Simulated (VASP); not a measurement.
# Hf (P6/mmm) in VASP: notebook

The runs below take Hf through single point, with PBE.

Everything below comes from runs of VASP 6.6.1. Logs are shortened: lines on timing, memory, paths and dates and some standing lists are left out, and cuts for length are marked.

### Step 1. The cell of the first run

Symmetry: P6/mmm, No. 191, hexagonal system. Conventional cell: a = 3.763 Å, b = 3.763 Å, c = 2.186 Å, α = 90.00°, β = 90.00°, γ = 120.00°. Within 2.9 Å of Hf (site symmetry 6/mmm) lie 14 Hf at 2.19 to 2.43 Å. Within 2.9 Å of Hf (site symmetry -6m2) lie 11 Hf at 2.17 to 2.43 Å.

This isn't the form of Hf at room conditions, which is hcp.

### Step 2. Single point, PBE

Input file INCAR:

```
  PREC = Accurate
  ENCUT = 520
  EDIFF = 1E-6
  ISMEAR = -1
  SIGMA = 0.08
  LREAL = F
  LASPH = T
  NELM = 60
  ALGO = Normal
  ISIF = 2
  LWAVE = F
  LCHARG = F
  GGA = PE
  NBANDS = 22
```

Input file KPOINTS:

```
Automatic mesh
0
Gamma
  8 8 11
```

Input file POSCAR:

```
Hf
1.0
    3.7627414467      0.0000000000      0.0000000000
   -1.8813707234      3.2586296807      0.0000000000
    0.0000000000      0.0000000000      2.1858552261
Hf
3
Direct
    0.0000000000      0.0000000000      0.0000000000
    0.3333333333      0.6666666667      0.5000000000
    0.6666666667      0.3333333333      0.5000000000
```

Potentials or basis: VASP PAW PBE potentials, release 64 (Hf_pv).

On the command line:

```
> cat potpaw_PBE.64/Hf_pv/POTCAR > POTCAR
> mpirun -np 1 vasp_std > vasp.out
```

OUTCAR:

```text
PREC = Accurate
   ENCUT = 520
   EDIFF = 1E-6
   ISMEAR = -1
   LREAL = F
   LASPH = T
   NELM = 60
   ISIF = 2
   GGA = PE

 ion  position               nearest neighbor table
   1  0.000  0.000  0.000-   2 2.43   3 2.43   2 2.43   3 2.43   3 2.43   3 2.43   2 2.43   2 2.43
                             3 2.43   3 2.43   2 2.43   2 2.43
   2  0.333  0.667  0.500-   3 2.17   3 2.17   3 2.17   1 2.43   1 2.43   1 2.43   1 2.43   1 2.43
                             1 2.43   3 3.08   3 3.08   3 3.08   3 3.08   3 3.08   3 3.08
   3  0.667  0.333  0.500-   2 2.17   2 2.17   2 2.17   1 2.43   1 2.43   1 2.43   1 2.43   1 2.43
                             1 2.43   2 3.08   2 3.08   2 3.08   2 3.08   2 3.08   2 3.08

  LATTYP: Found a hexagonal cell.
 ALAT       =     3.7627414467
 C/A-ratio  =     0.5809209208

  Lattice vectors:

 A1 = (   3.7627414467,   0.0000000000,   0.0000000000)
 A2 = (  -1.8813707234,   3.2586296807,   0.0000000000)
 A3 = (   0.0000000000,   0.0000000000,   2.1858552261)

Analysis of symmetry for initial positions (statically):
=====================================================================
 Subroutine PRICEL returns:
 Original cell was already a primitive cell.

 Routine SETGRP: Setting up the symmetry group for a
 hexagonal supercell.

 Subroutine GETGRP returns: Found 24 space group operations
 (whereof 24 operations were pure point group operations)
 out of a pool of 24 trial point group operations.

The static configuration has the point symmetry D_6h.

Analysis of symmetry for dynamics (positions and initial velocities):
=====================================================================
 Subroutine PRICEL returns:
 Original cell was already a primitive cell.

 Routine SETGRP: Setting up the symmetry group for a
 hexagonal supercell.

 Subroutine GETGRP returns: Found 24 space group operations
 (whereof 24 operations were pure point group operations)
 out of a pool of 24 trial point group operations.

The dynamic configuration has the point symmetry D_6h.

 Subroutine INISYM returns: Found 24 space group operations
 (whereof 24 operations are pure point group operations),
 and found     1 'primitive' translations

----------------------------------------------------------------------------------------

                                     Primitive cell

  volume of cell :      26.8016

  direct lattice vectors                    reciprocal lattice vectors
     3.762741447  0.000000000  0.000000000     0.265763676  0.153438730  0.000000000
    -1.881370723  3.258629681  0.000000000     0.000000000  0.306877460  0.000000000
     0.000000000  0.000000000  2.185855226     0.000000000  0.000000000  0.457486840

  length of vectors
     3.762741447  3.762741447  2.185855226     0.306877460  0.306877460  0.457486840

  position of ions in fractional coordinates (direct lattice)
     0.000000000  0.000000000  0.000000000
     0.333333333  0.666666667  0.500000000
     0.666666667  0.333333333  0.500000000

  ion indices of the primitive-cell ions
   primitive index   ion index
                 1           1
                 2           2
                 3           3

----------------------------------------------------------------------------------------

 KPOINTS: Automatic mesh

Automatic generation of k-mesh.
 Grid dimensions read from file:
 generate k-points for:    8    8   11

 Generating k-lattice:

  Cartesian coordinates                     Fractional coordinates (reciprocal lattice)
     0.033220460  0.019179841  0.000000000     0.125000000 -0.000000000  0.000000000
     0.000000000  0.038359683  0.000000000     0.000000000  0.125000000  0.000000000
     0.000000000  0.000000000  0.041589713     0.000000000  0.000000000  0.090909091

  Length of vectors
     0.038359683  0.038359683  0.041589713

  Shift w.r.t. Gamma in fractional coordinates (k-lattice)
     0.000000000  0.000000000  0.000000000

 Subroutine IBZKPT returns following result:
 ===========================================

 Found     60 irreducible k-points:

 Following reciprocal coordinates:
            Coordinates               Weight
  0.000000  0.000000  0.000000      1.000000
  0.125000  0.000000  0.000000      6.000000
  0.250000  0.000000  0.000000      6.000000
  0.375000 -0.000000  0.000000      6.000000
  0.500000  0.000000  0.000000      3.000000
  0.125000  0.125000  0.000000      6.000000
[... 16 lines left out ...]
  0.250000  0.000000  0.181818     12.000000
  0.375000 -0.000000  0.181818     12.000000
 [... further k-points ...]
   k-points           NKPTS =     60   k-points in BZ     NKDIM =     60   number of bands    NBANDS=     22
   number of dos      NEDOS =    301   number of ions     NIONS =      3
   total plane-waves  NPLWV =  12544
   dimension x,y,z NGX =    28 NGY =   28 NGZ =   16
   dimension x,y,z NGXF=    56 NGYF=   56 NGZF=   32
   ions per type =               3
   NGX,Y,Z   is equivalent  to a cutoff of  12.37, 12.37, 12.17 a.u.
   NGXF,Y,Z  is equivalent  to a cutoff of  24.74, 24.74, 24.34 a.u.
 SYSTEM =  unknown system
   PREC   = accura    normal or accurate (medium, high low for compatibility)
   ISTART =      0    job   : 0-new  1-cont  2-samecut
   ICHARG =      2    charge: 1-file 2-atom 10-const
   ISPIN  =      1    spin polarized calculation?
   LNONCOLLINEAR =      F non collinear calculations
   LSORBIT =      F    spin-orbit coupling
   LASPH  =      T    aspherical Exc in radial PAW
   ENCUT  =  520.0 eV  38.22 Ry    6.18 a.u.   7.00  7.00  4.06*2*pi/ulx,y,z
   NELM   =     60;   NELMIN=  2; NELMDL= -5     # of ELM steps
   EDIFF  = 0.1E-05   stopping-criterion for ELM
   LREAL  =      F    real-space projection
   EDIFFG = 0.1E-04   stopping-criterion for IOM
   NSW    =      0    number of steps for IOM
   IBRION =     -1    ionic relax: 0-MD 1-quasi-New 2-CG
   NFREE  =      0    steps in history (QN), initial steepest desc. (CG)
   ISIF   =      2    stress and relaxation
   ISYM   =      2    0-nonsym 1-usesym 2-fastsym
   POTIM  = 0.5000    time-step for ionic-motion
   TEBEG  =    0.0;   TEEND  =   0.0 temperature during run
   PSTRESS=    0.0 pullay stress
   NELECT =      30.0000    total number of electrons
   NUPDOWN=      -1.0000    fix difference up-down
   EMIN   =  10.00;   EMAX   =-10.00  energy-range for DOS
   EFERMI =   0.00;   METHOD = LEGACY
   ISMEAR =    -1;   SIGMA  =   0.08  broadening in eV -4-tet -1-fermi 0-gaus
   EFERMI_NEDOS =   21; number of points for ismear=-14 and -15
   IALGO  =     38    algorithm
   IMIX   =      4    mixing-type and parameters
     AMIX     =   0.40;   BMIX     =  1.00
     AMIX_MAG =   1.60;   BMIX_MAG =  1.00
  volume/ion in A,a.u.               =       8.93        60.29
  Fermi-wavevector in a.u.,A,eV,Ry     =   1.699789  3.212135 39.311072  2.889282
  Thomas-Fermi vector in A             =   2.780042
   LORBIT       =      0    0 simple, 1 ext, 2 COOP (PROOUT), +10 PAW based schemes
   GGA     = PE    functional components
   LHFCALC =     F    Hartree Fock is set to
   AEXX    =    0.0000 exact exchange contribution
   IVDW    =     0    specifies the selected vdW correction
   LEPSILON=     F    determine dielectric tensor
   LRPA    =     F    only Hartree local field effects (RPA)
 non-spin polarized calculation
  energy-cutoff  :      520.00
  volume of cell :       26.80
 maximum number of plane-waves:       734
 NGX is ok and might be reduce to    28
   NGX = 13   NGY = 13   NGZ =  9

 number of electron      30.0000003 magnetization

 Free energy of the ion-electron system (eV)
  ---------------------------------------------------
  ext. energy  EPLUGINS =         0.00000000
  ---------------------------------------------------
  free energy    TOTEN  =         0.09794955 eV

  energy without entropy =        0.12227585  energy(sigma->0) =        0.11011270

 E-fermi :  13.3784     XC(G=0): -16.2535

 val. band max:       13.3160832164   @ k =   0.3750   0.1250   0.3636
 cond. band min:      13.4175195326   @ k =   0.2500   0.0000   0.4545
 fundamental gap:      0.1014363162
 Fermi energy:        13.3783924227

 k-point     1 :       0.0000    0.0000    0.0000
  band No.  band energies     occupation
      1     -20.9389      2.00000
      2     -20.9389      2.00000
      3     -19.7421      2.00000
      4     -19.7421      2.00000
      5     -14.6627      2.00000
      6     -13.1952      2.00000
[... 14 lines left out ...]
     21      19.2530      0.00000
     22      19.4089      0.00000

 k-point     2 :       0.1250    0.0000    0.0000
  band No.  band energies     occupation
      1     -21.4816      2.00000
      2     -21.2606      2.00000
      3     -19.0101      2.00000
      4     -18.8587      2.00000
      5     -14.5761      2.00000
      6     -13.8594      2.00000
[... 14 lines left out ...]
     21      18.2482      0.00000
     22      20.9858      0.00000

 k-point     3 :       0.2500    0.0000    0.0000
  band No.  band energies     occupation
      1     -22.1514      2.00000
      2     -21.2633      2.00000
      3     -17.8005      2.00000
      4     -17.3168      2.00000
      5     -15.4825      2.00000
      6     -14.3280      2.00000
[... 14 lines left out ...]
     21      20.0934      0.00000
     22      22.8654      0.00000
[... 476 lines left out ...]
 k-point    23 :       0.2500    0.0000    0.1818
  band No.  band energies     occupation
      1     -21.5841      2.00000
      2     -20.8249      2.00000
      3     -17.7089      2.00000
      4     -17.4282      2.00000
      5     -16.4780      2.00000
      6     -16.4054      2.00000
[... 14 lines left out ...]
     21      18.5241      0.00000
     22      22.3222      0.00000

 k-point    24 :       0.3750   -0.0000    0.1818
  band No.  band energies     occupation
      1     -21.9911      2.00000
      2     -20.3551      2.00000
      3     -17.9206      2.00000
      4     -16.8310      2.00000
      5     -16.3680      2.00000
      6     -15.7297      2.00000
[... 14 lines left out ...]
     21      19.2826      0.00000
     22      21.1533      0.00000

 [... further k-points ...]

------------------------ aborting loop because EDIFF is reached ----------------------------------------

  FORCE on cell =-STRESS in cart. coord.  units (eV):
  Direction    XX          YY          ZZ          XY          YZ          ZX
  --------------------------------------------------------------------------------------
  -------------------------------------------------------------------------------------
  Total       82.5684831     82.5684831     83.5808657     -0.0000000     -0.0000000     -0.0000000
  in kB     4935.8744943   4935.8744942   4996.3938725     -0.0000001     -0.0000000     -0.0000000
  external PRESSURE =    4956.0476204 kB  Pullay stress =       0.0000000 kB

 VOLUME and BASIS-vectors are now :
 -----------------------------------------------------------------------------
  energy-cutoff  :      520.00
  volume of cell :       26.80
      direct lattice vectors                 reciprocal lattice vectors
     3.762741447  0.000000000  0.000000000     0.265763676  0.153438730  0.000000000
    -1.881370723  3.258629681  0.000000000     0.000000000  0.306877460  0.000000000
     0.000000000  0.000000000  2.185855226     0.000000000  0.000000000  0.457486840

 POSITION                                       TOTAL-FORCE (eV/Angst)
 -----------------------------------------------------------------------------------
      0.00000      0.00000      0.00000         0.000000      0.000000     -0.000000
     -0.00000      2.17242      1.09293        -0.000000     -0.000000     -0.000000
      1.88137      1.08621      1.09293         0.000000      0.000000      0.000000
 -----------------------------------------------------------------------------------
    total drift:                                0.000000      0.000000     -0.000000

  FREE ENERGIE OF THE ION-ELECTRON SYSTEM (eV)
  ---------------------------------------------------
  free  energy   TOTEN  =         0.0979495475 eV

  energy  without entropy=        0.1222758529  energy(sigma->0) =        0.11011270
```

Wall time 44 s (1 thread of Intel Xeon 8259CL, shared host); peak memory 0.15 GiB.

What came out:

```
Free energy            : 0.0979 eV
Pressure               : 495.6 GPa
Band gap on the k mesh : zero (bands 15 and 16 overlap by 3.60 eV)
```

Levels at points of the mesh, in eV from the Fermi level:
```
           k point  band 11  band 12  band 13  band 14  band 15  band 16  band 17  band 18  band 19  band 20
(0.00, 0.00, 0.00)    -6.75    -1.05    -0.29     0.95     0.95     1.96     1.96     2.52     2.52     5.87
(0.50, 0.00, 0.00)    -4.50    -4.25    -3.24    -3.07    -1.62     0.35     1.52     2.80     7.08     7.21
```

Caveat: the cell stands under pressure; spin-orbit coupling is left out, which moves the levels of the heavy elements.

### Step 3. Single point, PBE (8.93 Å³/atom)

Input file INCAR:

```
SYSTEM = Hf
PREC     = Accurate       ! precision mode
ENCUT    = 520            ! plane-wave cutoff, eV
EDIFF    = 1E-6           ! SCF threshold, eV
ISMEAR   = -1             ! smearing method
SIGMA    = 0.08           ! smearing width, eV
LREAL    = .False.        ! projectors in reciprocal space
LASPH    = .True.         ! aspherical terms in the spheres
NELM     = 80             ! most SCF steps
ALGO     = Normal         ! electronic algorithm
ISIF     = 2              ! what is computed and relaxed
LWAVE    = .False.        ! write WAVECAR
LCHARG   = .False.        ! write CHGCAR
GGA      = PE             ! functional
NBANDS   = 22             ! bands
```

Input file KPOINTS:

```
regular mesh
0
Gamma
  8 8 11
  0 0 0
```

POSCAR is that of step 2.

Potentials or basis: VASP PAW PBE potentials, release 64 (Hf_pv).

On the command line:

```
> cat potpaw_PBE.64/Hf_pv/POTCAR > POTCAR
> mpirun -np 1 vasp_std > vasp.out
```

Run time: 36 s. Hardware: 1 thread of Intel Xeon 8259CL, shared host; peak memory 0.15 GiB.

The run converged. Its results:

```
Free energy            : 0.0979 eV
Pressure               : 495.6 GPa
Band gap on the k mesh : zero (bands 15 and 16 overlap by 3.60 eV)
```

Stress tensor (GPa, compression positive):
```
493.59   0.00   0.00
  0.00 493.59   0.00
  0.00   0.00 499.64
```

Levels at points of the mesh, in eV from the Fermi level:
```csv
k point,band 12,band 13,band 14,band 15,band 16,band 17,band 18,band 19
"(0.00, 0.00, 0.00)",-1.05,-0.29,0.95,0.95,1.96,1.96,2.52,2.52
"(0.50, 0.00, 0.00)",-4.25,-3.24,-3.07,-1.62,0.35,1.52,2.80,7.08
```

Caveat: the cell stands under pressure; spin-orbit coupling is left out, which moves the levels of the heavy elements.
